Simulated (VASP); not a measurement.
# Te2Mo (kat) (P6_3/mmc) in VASP: single point with LDA

Aim: the single point of Te2Mo (kat) with LDA.

Program: VASP 6.6.1. These are calculated values, not measurements. Logs are shortened: lines on timing, memory, paths and dates and some standing lists are left out, and cuts for length are marked.

### Step 1. The cell of the first run

Symmetry: P6_3/mmc, No. 194, hexagonal system. The conventional cell has a = 3.563 Å, b = 3.563 Å, c = 14.732 Å, α = 90.00°, β = 90.00°, γ = 120.00°. Within 3.6 Å of Te (site symmetry 3m) lie 3 Mo at 2.71 Å and 7 Te at 3.53 to 3.56 Å. Within 3.6 Å of Mo (site symmetry -6m2) lie 6 Te at 2.71 Å and 6 Mo at 3.56 Å.

### Step 2. Single point, LDA (strained cell)

INCAR reads:

```
ALGO = Normal ; EDIFF = 1E-6
ENCUT = 500 ; GGA_COMPAT = False
ISIF = 2 ; ISMEAR = 0
LASPH = True ; LCHARG = False
LREAL = False ; LWAVE = False
NBANDS = 35 ; NELM = 120
PREC = Accurate ; SIGMA = 0.02
```

KPOINTS reads:

```
k-points
0
Gamma
  9 9 2
```

POSCAR reads:

```
Te2Mo
1.0
    3.5629505239      0.0000000000      0.0000000000
   -1.7814752619      3.0856056661      0.0000000000
    0.0000000000      0.0000000000     14.7324386842
Te Mo
4 2
Direct
    0.3333333333      0.6666666667      0.6300639333
    0.6666666667      0.3333333333      0.1300639333
    0.6666666667      0.3333333333      0.3699360667
    0.3333333333      0.6666666667      0.8699360667
    0.3333333333      0.6666666667      0.2500000000
    0.6666666667      0.3333333333      0.7500000000
```

Potentials or basis: VASP PAW LDA potentials, release 64 (Te, Mo_sv).

The run is started by

```
$ cat potpaw_LDA.64/Te/POTCAR potpaw_LDA.64/Mo_sv/POTCAR > POTCAR
$ mpirun -np 1 vasp_std > vasp.out
```

OUTCAR:

```text
EDIFF = 1E-6
   ENCUT = 500
   ISIF = 2
   ISMEAR = 0
   LASPH = True
   LREAL = False
   NELM = 120
   PREC = Accurate

 ion  position               nearest neighbor table
   1  0.333  0.667  0.630-   6 2.71   6 2.71   6 2.71   4 3.53
   2  0.667  0.333  0.130-   5 2.71   5 2.71   5 2.71   3 3.53
   3  0.667  0.333  0.370-   5 2.71   5 2.71   5 2.71   2 3.53
   4  0.333  0.667  0.870-   6 2.71   6 2.71   6 2.71   1 3.53
   5  0.333  0.667  0.250-   2 2.71   3 2.71   2 2.71   3 2.71   2 2.71   3 2.71
   6  0.667  0.333  0.750-   1 2.71   4 2.71   1 2.71   4 2.71   1 2.71   4 2.71

  LATTYP: Found a hexagonal cell.
 ALAT       =     3.5629505239
 C/A-ratio  =     4.1348984740

  Lattice vectors:

 A1 = (   3.5629505239,   0.0000000000,   0.0000000000)
 A2 = (  -1.7814752619,   3.0856056661,   0.0000000000)
 A3 = (   0.0000000000,   0.0000000000,  14.7324386842)

Analysis of symmetry for initial positions (statically):
=====================================================================
 Subroutine PRICEL returns:
 Original cell was already a primitive cell.

 Routine SETGRP: Setting up the symmetry group for a
 hexagonal supercell.

 Subroutine GETGRP returns: Found 24 space group operations
 (whereof 12 operations were pure point group operations)
 out of a pool of 24 trial point group operations.

The static configuration has the point symmetry D_3d.
 The point group associated with its full space group is D_6h.

Analysis of symmetry for dynamics (positions and initial velocities):
=====================================================================
 Subroutine PRICEL returns:
 Original cell was already a primitive cell.

 Routine SETGRP: Setting up the symmetry group for a
 hexagonal supercell.

 Subroutine GETGRP returns: Found 24 space group operations
 (whereof 12 operations were pure point group operations)
 out of a pool of 24 trial point group operations.

The dynamic configuration has the point symmetry D_3d.
 The point group associated with its full space group is D_6h.

 Subroutine INISYM returns: Found 24 space group operations
 (whereof 12 operations are pure point group operations),
 and found     1 'primitive' translations

----------------------------------------------------------------------------------------

                                     Primitive cell

  volume of cell :     161.9664

  direct lattice vectors                    reciprocal lattice vectors
     3.562950524  0.000000000  0.000000000     0.280666261  0.162042741  0.000000000
[... 99 lines left out ...]
   ISIF   =      2    stress and relaxation
   ISYM   =      2    0-nonsym 1-usesym 2-fastsym
   POTIM  = 0.5000    time-step for ionic-motion
   TEBEG  =    0.0;   TEEND  =   0.0 temperature during run
   PSTRESS=    0.0 pullay stress
   NELECT =      52.0000    total number of electrons
   NUPDOWN=      -1.0000    fix difference up-down
   EMIN   =  10.00;   EMAX   =-10.00  energy-range for DOS
   EFERMI =   0.00;   METHOD = LEGACY
   ISMEAR =     0;   SIGMA  =   0.02  broadening in eV -4-tet -1-fermi 0-gaus
   EFERMI_NEDOS =   21; number of points for ismear=-14 and -15
   IALGO  =     38    algorithm
   IMIX   =      4    mixing-type and parameters
     AMIX     =   0.40;   BMIX     =  1.00
     AMIX_MAG =   1.60;   BMIX_MAG =  1.00
  volume/ion in A,a.u.               =      26.99       182.17
  Fermi-wavevector in a.u.,A,eV,Ry     =   1.120988  2.118360 17.097275  1.256614
  Thomas-Fermi vector in A             =   2.257638
   LORBIT       =      0    0 simple, 1 ext, 2 COOP (PROOUT), +10 PAW based schemes
   GGA     = CA    functional components
   LHFCALC =     F    Hartree Fock is set to
   AEXX    =    0.0000 exact exchange contribution
   IVDW    =     0    specifies the selected vdW correction
   LEPSILON=     F    determine dielectric tensor
   LRPA    =     F    only Hartree local field effects (RPA)
 non-spin polarized calculation
 Gauss-broadening in eV      SIGMA  =   0.02
  energy-cutoff  :      500.00
  volume of cell :      161.97
 maximum number of plane-waves:      4182
 NGX is ok and might be reduce to    28
   NGX = 13   NGY = 13   NGZ = 53

 number of electron      51.9999995 magnetization

 Free energy of the ion-electron system (eV)
  ---------------------------------------------------
  ext. energy  EPLUGINS =         0.00000000
  ---------------------------------------------------
  free energy    TOTEN  =       -41.08131928 eV

  energy without entropy =      -41.08131928  energy(sigma->0) =      -41.08131928

 E-fermi :   7.1113     XC(G=0): -10.1801

 val. band max:        6.9474260684   @ k =   0.0000   0.0000   0.0000
 cond. band min:       7.7965172901   @ k =   0.3333   0.3333   0.0000
 fundamental gap:      0.8490912218
 Fermi energy:         7.1112726084

 k-point     1 :       0.0000    0.0000    0.0000
  band No.  band energies     occupation
      1     -53.4821      2.00000
      2     -53.4821      2.00000
      3     -27.8192      2.00000
      4     -27.8192      2.00000
      5     -27.7228      2.00000
      6     -27.7228      2.00000
[... 901 lines left out ...]
     34      10.6735      0.00000
     35      11.8734      0.00000

------------------------ aborting loop because EDIFF is reached ----------------------------------------

  FORCE on cell =-STRESS in cart. coord.  units (eV):
  Direction    XX          YY          ZZ          XY          YZ          ZX
  --------------------------------------------------------------------------------------
  -------------------------------------------------------------------------------------
  Total       -3.9634265     -3.9634265     -1.2737530     -0.0000000     -0.0000000     -0.0000000
  in kB      -39.2063612    -39.2063612    -12.6000114     -0.0000000     -0.0000000     -0.0000000
  external PRESSURE =     -30.3375779 kB  Pullay stress =       0.0000000 kB

 VOLUME and BASIS-vectors are now :
 -----------------------------------------------------------------------------
  energy-cutoff  :      500.00
  volume of cell :      161.97
      direct lattice vectors                 reciprocal lattice vectors
     3.562950524  0.000000000  0.000000000     0.280666261  0.162042741  0.000000000
    -1.781475262  3.085605666  0.000000000     0.000000000  0.324085482  0.000000000
     0.000000000  0.000000000 14.732438684     0.000000000  0.000000000  0.067877425

 POSITION                                       TOTAL-FORCE (eV/Angst)
 -----------------------------------------------------------------------------------
     -0.00000      2.05707      9.28238        -0.000000     -0.000000     -0.058175
      1.78148      1.02854      1.91616        -0.000000     -0.000000     -0.058175
      1.78148      1.02854      5.45006        -0.000000     -0.000000      0.058175
     -0.00000      2.05707     12.81628        -0.000000     -0.000000      0.058175
     -0.00000      2.05707      3.68311         0.000000     -0.000000      0.000000
      1.78148      1.02854     11.04933        -0.000000      0.000000      0.000000
 -----------------------------------------------------------------------------------
    total drift:                                0.000000     -0.000000      0.000000

  FREE ENERGIE OF THE ION-ELECTRON SYSTEM (eV)
  ---------------------------------------------------
  free  energy   TOTEN  =       -41.0813192805 eV

  energy  without entropy=      -41.0813192805  energy(sigma->0) =      -41.08131928
```

stdout:

```text
POSCAR found type information on POSCAR TeMo
 POSCAR found :  2 types and       6 ions
 scaLAPACK will be used
 LDA part: xc-table for (Slater(with rela. corr.)+CA(PZ))
 , standard interpolation
 POSCAR, INCAR and KPOINTS ok, starting setup
 FFT: planning ... GRIDC
 FFT: planning ... GRID_SOFT
 FFT: planning ... GRID
 WAVECAR not read
 entering main loop
```

It took 2.1 min on 1 thread of AMD EPYC 9R45 (Zen 5), shared host; peak memory 0.25 GiB.

What came out:

```
Free energy            : -41.0813 eV
Pressure               : -3.0 GPa
Largest force          : 0.058 eV/Å
Band gap on the k mesh : 0.85 eV, indirect (least direct gap 0.96 eV)
```

Forces on the atoms (eV/Å):
```
Te   0.000  0.000 -0.058
Te   0.000  0.000 -0.058
Te   0.000  0.000  0.058
Te   0.000  0.000  0.058
Mo   0.000  0.000  0.000
Mo   0.000  0.000  0.000
```

Stress tensor (GPa, compression positive):
```
-3.92  0.00  0.00
 0.00 -3.92  0.00
 0.00  0.00 -1.26
```

Caveat: the cell differs from its parent crystal (strained cell); spin-orbit coupling is left out, which moves the levels of the heavy elements. A k mesh can miss the band edges.
